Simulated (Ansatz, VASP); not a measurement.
# One calculation of Sr2C, two programs

```
C Sr
1.0
     0.00000    3.36014    3.36014
     3.36014    0.00000    3.36014
     3.36014    3.36014    0.00000
C Sr
1 2
Direct
  0.00000 0.00000 0.00000
  0.25000 0.25000 0.25000
  0.75000 0.75000 0.75000
```

Alike in both runs: task single point; functional HSE06; k mesh 4 × 4 × 4; occupations fermi-dirac, width 0.02 eV; no spin polarisation.

|  | VASP | Ansatz |
| --- | --- | --- |
| version | VASP 6.6.1 | Ansatz 0.2.0 |
| potentials or method | VASP PAW PBE potentials, release 64 (C, Sr_sv) | plane waves, PAW |
| plane-wave cutoff (eV) | 520 | 420 |
| valence electrons in the cell | 24 | 24 |

```tsv
	VASP	Ansatz	Ansatz less VASP
pressure (GPa)	0.4	0.2	-0.22
```

Ansatz's warnings: stress exchange threshold loose, stress scf threshold loose.
